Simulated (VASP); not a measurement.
# Be5Te2 (P1) in VASP: single point with PBE

Aim: the single point of Be5Te2 with PBE.

Program: VASP 6.6.1. These are calculated values, not measurements. Logs are shortened: lines on timing, memory, paths and dates and some standing lists are left out, and cuts for length are marked.

### 1 The cell of the first run

The typed cell holds 7 atoms: a = 3.886 Å, b = 3.886 Å, c = 8.906 Å, α = 102.56°, β = 90.06°, γ = 120.00°.

### 2 Single point, PBE

INCAR

```
SYSTEM = Be5Te2
PREC = Accurate
ENCUT = 520
EDIFF = 1E-6
ISMEAR = 0
SIGMA = 0.2
LREAL = .FALSE.
LASPH = .TRUE.
NELM = 80
ALGO = Fast
ISIF = 2
LWAVE = .FALSE.
LCHARG = .FALSE.
GGA = PE
NBANDS = 20
```

KPOINTS

```
regular mesh
0
G
  6 6 4
  0 0 0
```

POSCAR

```
Be5Te2
1.0
    3.8858595370      0.0055450204      0.0013804779
   -1.9472207273      3.3358458756     -0.4234796234
   -0.0101756217     -1.1403053011      8.8331246118
Be Te
5 2
Direct
   -0.0997087345     -0.0084529763     -0.0126377592
    1.1613814498      0.1760944305      0.7668461515
    0.5638392966      0.3260849043      0.9884975722
    0.2294211794      0.6546413987      0.9869558965
    0.6949511608      0.2431645718      0.3697936083
    0.3271002314      0.5081307618      0.2670997529
    0.7896820831      0.4336702427      0.6534447779
```

Potentials or basis: VASP PAW PBE potentials, release 64 (Be, Te).

Launch:

```bash
cat potpaw_PBE.64/Be/POTCAR potpaw_PBE.64/Te/POTCAR > POTCAR
mpirun -np 1 vasp_std > vasp.out
```

OUTCAR:

```text
SYSTEM = Be5Te2
   PREC = Accurate
   ENCUT = 520
   EDIFF = 1E-6
   ISMEAR = 0
   LREAL = .FALSE.
   LASPH = .TRUE.
   NELM = 80
   ISIF = 2
   GGA = PE

 ion  position               nearest neighbor table
   1  0.900  0.992  0.987-   3 2.23   4 2.23   4 2.24   3 2.24   3 2.26   4 2.26   2 2.30   6 2.73

   2  0.161  0.176  0.767-   3 2.29   1 2.30   4 2.30   7 2.45   7 2.45   7 2.45
   3  0.564  0.326  0.988-   1 2.23   4 2.23   4 2.24   1 2.24   4 2.26   1 2.26   2 2.29   6 2.72

   4  0.229  0.655  0.987-   1 2.23   3 2.23   1 2.24   3 2.24   3 2.26   1 2.26   2 2.30   6 2.74

   5  0.695  0.243  0.370-   6 2.41   6 2.41   6 2.41   7 2.45
   6  0.327  0.508  0.267-   5 2.41   5 2.41   5 2.41   3 2.72   1 2.73   4 2.74
   7  0.790  0.434  0.653-   5 2.45   2 2.45   2 2.45   2 2.45

  LATTYP: Found a triclinic cell.
 ALAT       =     3.8857266062
 B/A-ratio  =     1.0000831148
 C/A-ratio  =     2.4998561642
 COS(alpha) =     0.0001897701
 COS(beta)  =     0.3993489944
 COS(gamma) =     0.5000062684

  Lattice vectors:

 A1 = (  -1.9472207273,   3.3358458756,  -0.4234796234)
 A2 = (   1.9386388097,   3.3413908960,  -0.4220991455)
 A3 = (  -3.8756839153,   1.1347602807,  -8.8345050897)

Analysis of symmetry for initial positions (statically):
=====================================================================
 Subroutine PRICEL returns:
 Original cell was already a primitive cell.

 Routine SETGRP: Setting up the symmetry group for a
 triclinic supercell.

 Subroutine GETGRP returns: Found  1 space group operations
 (whereof  1 operations were pure point group operations)
 out of a pool of  2 trial point group operations.

The static configuration has the point symmetry C_1 .

Analysis of symmetry for dynamics (positions and initial velocities):
=====================================================================
 Subroutine PRICEL returns:
 Original cell was already a primitive cell.

 Routine SETGRP: Setting up the symmetry group for a
 triclinic supercell.

 Subroutine GETGRP returns: Found  1 space group operations
 (whereof  1 operations were pure point group operations)
 out of a pool of  2 trial point group operations.

The dynamic configuration has the point symmetry C_1 .

 Subroutine INISYM returns: Found  1 space group operations
 (whereof  1 operations are pure point group operations),
 and found     1 'primitive' translations

----------------------------------------------------------------------------------------

                                     Primitive cell

  volume of cell :     112.7226

  direct lattice vectors                    reciprocal lattice vectors
     3.885859537  0.005545020  0.001380478     0.257118424  0.152625640  0.019999284
    -1.947220727  3.335845876 -0.423479623    -0.000448482  0.304502456  0.039308989
    -0.010175622 -1.140305301  8.833124612    -0.000061685  0.014574671  0.115091657

  length of vectors
     3.885863739  3.885726606  8.906429707     0.299673892  0.307029548  0.116010837

  position of ions in fractional coordinates (direct lattice)
     0.900291266  0.991547024  0.987362241
     0.161381450  0.176094431  0.766846151
     0.563839297  0.326084904  0.988497572
     0.229421179  0.654641399  0.986955896
     0.694951161  0.243164572  0.369793608
     0.327100231  0.508130762  0.267099753
     0.789682083  0.433670243  0.653444778

  ion indices of the primitive-cell ions
   primitive index   ion index
                 1           1
                 2           2
                 3           3
                 4           4
                 5           5
                 6           6
                 7           7

----------------------------------------------------------------------------------------

 KPOINTS: regular mesh

Automatic generation of k-mesh.
 Grid dimensions read from file:
 generate k-points for:    6    6    4

 Generating k-lattice:

  Cartesian coordinates                     Fractional coordinates (reciprocal lattice)
     0.042853071  0.025437607  0.003333214     0.166666667  0.000000000 -0.000000000
    -0.000074747  0.050750409  0.006551498    -0.000000000  0.166666667  0.000000000
    -0.000015421  0.003643668  0.028772914     0.000000000  0.000000000  0.250000000

  Length of vectors
     0.049945649  0.051171591  0.029002709

  Shift w.r.t. Gamma in fractional coordinates (k-lattice)
     0.000000000  0.000000000  0.000000000

 Subroutine IBZKPT returns following result:
 ===========================================

 Found     76 irreducible k-points:

 Following reciprocal coordinates:
            Coordinates               Weight
  0.000000  0.000000  0.000000      1.000000
  0.166667 -0.000000  0.000000      2.000000
  0.333333 -0.000000 -0.000000      2.000000
  0.500000 -0.000000  0.000000      1.000000
  0.000000  0.166667  0.000000      2.000000
  0.166667  0.166667  0.000000      2.000000
[... 16 lines left out ...]
  0.333333  0.000000  0.250000      2.000000
  0.500000 -0.000000  0.250000      2.000000
 [... further k-points ...]
   k-points           NKPTS =     76   k-points in BZ     NKDIM =     76   number of bands    NBANDS=     20
   number of dos      NEDOS =    301   number of ions     NIONS =      7
   total plane-waves  NPLWV =  63000
   dimension x,y,z NGX =    30 NGY =   30 NGZ =   70
   dimension x,y,z NGXF=    60 NGYF=   60 NGZF=  140
   ions per type =               5   2
   NGX,Y,Z   is equivalent  to a cutoff of  12.83, 12.84, 13.07 a.u.
   NGXF,Y,Z  is equivalent  to a cutoff of  25.67, 25.67, 26.13 a.u.
 SYSTEM =  Be5Te2
   PREC   = accura    normal or accurate (medium, high low for compatibility)
   ISTART =      0    job   : 0-new  1-cont  2-samecut
   ICHARG =      2    charge: 1-file 2-atom 10-const
   ISPIN  =      1    spin polarized calculation?
   LNONCOLLINEAR =      F non collinear calculations
   LSORBIT =      F    spin-orbit coupling
   LASPH  =      T    aspherical Exc in radial PAW
   ENCUT  =  520.0 eV  38.22 Ry    6.18 a.u.   7.23  7.22 16.56*2*pi/ulx,y,z
   NELM   =     80;   NELMIN=  2; NELMDL= -5     # of ELM steps
   EDIFF  = 0.1E-05   stopping-criterion for ELM
   LREAL  =      F    real-space projection
   EDIFFG = 0.1E-04   stopping-criterion for IOM
   NSW    =      0    number of steps for IOM
   IBRION =     -1    ionic relax: 0-MD 1-quasi-New 2-CG
   NFREE  =      0    steps in history (QN), initial steepest desc. (CG)
   ISIF   =      2    stress and relaxation
   ISYM   =      2    0-nonsym 1-usesym 2-fastsym
   POTIM  = 0.5000    time-step for ionic-motion
   TEBEG  =    0.0;   TEEND  =   0.0 temperature during run
   PSTRESS=    0.0 pullay stress
   NELECT =      22.0000    total number of electrons
   NUPDOWN=      -1.0000    fix difference up-down
   EMIN   =  10.00;   EMAX   =-10.00  energy-range for DOS
   EFERMI =   0.00;   METHOD = LEGACY
   ISMEAR =     0;   SIGMA  =   0.20  broadening in eV -4-tet -1-fermi 0-gaus
   EFERMI_NEDOS =   21; number of points for ismear=-14 and -15
   IALGO  =     68    algorithm
   IMIX   =      4    mixing-type and parameters
     AMIX     =   0.40;   BMIX     =  1.00
     AMIX_MAG =   1.60;   BMIX_MAG =  1.00
  volume/ion in A,a.u.               =      16.10       108.67
  Fermi-wavevector in a.u.,A,eV,Ry     =   0.949610  1.794503 12.269188  0.901760
  Thomas-Fermi vector in A             =   2.077909
   LORBIT       =      0    0 simple, 1 ext, 2 COOP (PROOUT), +10 PAW based schemes
   GGA     = PE    functional components
   LHFCALC =     F    Hartree Fock is set to
   AEXX    =    0.0000 exact exchange contribution
   IVDW    =     0    specifies the selected vdW correction
   LEPSILON=     F    determine dielectric tensor
   LRPA    =     F    only Hartree local field effects (RPA)
 non-spin polarized calculation
 RMM-DIIS sequential band-by-band and
 Gauss-broadening in eV      SIGMA  =   0.20
  energy-cutoff  :      520.00
  volume of cell :      112.72
 maximum number of plane-waves:      3054
 NGX is ok and might be reduce to    30
   NGX = 15   NGY = 15   NGZ = 33

 number of electron      22.0000001 magnetization

 Free energy of the ion-electron system (eV)
  ---------------------------------------------------
  ext. energy  EPLUGINS =         0.00000000
  ---------------------------------------------------
  free energy    TOTEN  =       -24.70482488 eV

  energy without entropy =      -24.70050997  energy(sigma->0) =      -24.70266743

 E-fermi :   6.6738     XC(G=0):  -9.5416

 val. band max:        6.4098278275   @ k =   0.0000   0.5000   0.5000
 cond. band min:       6.8191620013   @ k =   0.5000   0.3333   0.0000
 fundamental gap:      0.4093341739
 Fermi energy:         6.6738392316

 k-point     1 :       0.0000    0.0000    0.0000
  band No.  band energies     occupation
      1      -7.1295      2.00000
      2      -6.3985      2.00000
      3      -1.9644      2.00000
      4       1.6733      2.00000
      5       2.4438      2.00000
      6       4.4020      2.00000
[... 12 lines left out ...]
     19      10.1028      0.00000
     20      10.1736      0.00000

 k-point     2 :       0.1667   -0.0000    0.0000
  band No.  band energies     occupation
      1      -6.8824      2.00000
      2      -6.1856      2.00000
      3      -1.6790      2.00000
      4       1.6698      2.00000
      5       2.4335      2.00000
      6       2.9667      2.00000
[... 12 lines left out ...]
     19      11.0823      0.00000
     20      11.1564      0.00000

 k-point     3 :       0.3333   -0.0000   -0.0000
  band No.  band energies     occupation
      1      -6.2500      2.00000
      2      -5.6920      2.00000
      3      -0.8694      2.00000
      4       0.4330      2.00000
      5       1.0107      2.00000
      6       1.8137      2.00000
[... 12 lines left out ...]
     19      12.3860      0.00000
     20      12.6886      0.00000

 k-point     4 :       0.5000   -0.0000    0.0000
  band No.  band energies     occupation
      1      -5.7803      2.00000
      2      -5.4308      2.00000
      3      -0.4374      2.00000
      4      -0.2189      2.00000
      5       0.4199      2.00000
      6       0.8757      2.00000
[... 429 lines left out ...]
 k-point    23 :       0.3333    0.0000    0.2500
  band No.  band energies     occupation
      1      -6.2195      2.00000
      2      -5.7386      2.00000
      3      -0.6607      2.00000
      4       0.4521      2.00000
      5       0.8598      2.00000
      6       1.5363      2.00000
[... 12 lines left out ...]
     19      12.4558      0.00000
     20      12.5877      0.00000

 k-point    24 :       0.5000   -0.0000    0.2500
  band No.  band energies     occupation
      1      -5.7874      2.00000
      2      -5.4195      2.00000
      3      -0.5891      2.00000
      4      -0.3612      2.00000
      5       0.6305      2.00000
      6       1.3812      2.00000
[... 12 lines left out ...]
     19      12.5411      0.00000
     20      12.9840      0.00000

 [... further k-points ...]
[... 5 lines left out ...]
  --------------------------------------------------------------------------------------
  -------------------------------------------------------------------------------------
  Total        0.1318733      0.0903861      0.1825620      0.0023943     -0.0174182      0.0273289
  in kB        1.8743752      1.2846992      2.5948374      0.0340320     -0.2475725      0.3884377
  external PRESSURE =       1.9179706 kB  Pullay stress =       0.0000000 kB

 VOLUME and BASIS-vectors are now :
 -----------------------------------------------------------------------------
  energy-cutoff  :      520.00
  volume of cell :      112.72
      direct lattice vectors                 reciprocal lattice vectors
     3.885859537  0.005545020  0.001380478     0.257118424  0.152625640  0.019999284
    -1.947220727  3.335845876 -0.423479623    -0.000448482  0.304502456  0.039308989
    -0.010175622 -1.140305301  8.833124612    -0.000061685  0.014574671  0.115091657

 POSITION                                       TOTAL-FORCE (eV/Angst)
 -----------------------------------------------------------------------------------
      1.55760      2.18675      8.30284        -0.006534     -0.001558     -0.000808
      0.27641     -0.28612      6.69930        -0.006390      0.000797      0.021620
      1.54598     -0.03629      8.59421         0.004116     -0.007403     -0.012127
     -0.39328      1.05962      8.44099         0.011052     -0.000602     -0.011276
      2.22322      0.39334      3.16442        -0.005890      0.001430     -0.001470
      0.27890      1.39228      2.14459         0.003675      0.006859      0.004745
      2.21749      0.70591      5.58940        -0.000030      0.000477     -0.000684
 -----------------------------------------------------------------------------------
    total drift:                                0.000025      0.000028      0.000330

  FREE ENERGIE OF THE ION-ELECTRON SYSTEM (eV)
  ---------------------------------------------------
  free  energy   TOTEN  =       -24.7048248820 eV

  energy  without entropy=      -24.7005099727  energy(sigma->0) =      -24.70266743
```

It took 3.7 min on 1 thread of Intel Xeon Platinum 8488C (Sapphire Rapids), shared host; peak memory 0.33 GiB.

What came out:

| Property | Result |
| --- | --- |
| Free energy | -24.7048 eV |
| Pressure | 0.2 GPa |
| Largest force | 0.023 eV/Å |
| Band gap on the k mesh | zero (band 11 reaches 7.47 eV, above the bottom of band 12 at 6.40 eV) |

Forces on the atoms (eV/Å):
```
Be  -0.007 -0.002 -0.001
Be  -0.006  0.001  0.022
Be   0.004 -0.007 -0.012
Be   0.011 -0.001 -0.011
Be  -0.006  0.001 -0.001
Te   0.004  0.007  0.005
Te   0.000  0.000 -0.001
```

Levels at points of the mesh, in eV from the Fermi level:
```csv
k point,band 7,band 8,band 9,band 10,band 11,band 12,band 13,band 14,band 15,band 16
"(0.00, 0.00, 0.00)",-2.27,-1.57,-1.57,-0.46,0.66,0.68,1.08,2.23,2.71,2.72
"(0.50, 0.00, 0.00)",-3.76,-3.39,-3.27,-2.14,-2.05,-0.27,0.77,1.42,2.25,3.00
"(0.00, 0.50, 0.00)",-4.07,-3.86,-3.55,-3.03,-2.30,1.20,1.24,1.95,2.19,2.98
"(0.50, 0.50, 0.00)",-3.76,-3.38,-3.25,-2.16,-2.07,-0.27,0.79,1.42,2.26,2.99
"(0.00, 0.00, 0.50)",-1.79,-1.69,-1.69,-0.77,0.80,0.90,0.91,1.09,2.52,2.53
"(0.50, 0.00, 0.50)",-4.08,-3.87,-3.54,-3.02,-2.27,1.16,1.22,1.95,2.20,2.98
"(0.00, 0.50, 0.50)",-3.77,-3.38,-3.25,-2.18,-2.07,-0.26,0.81,1.43,2.28,2.97
"(0.50, 0.50, 0.50)",-4.07,-3.87,-3.55,-3.03,-2.28,1.18,1.23,1.95,2.20,3.00
```

Caveat: spin-orbit coupling is left out, which moves the levels of the heavy elements.
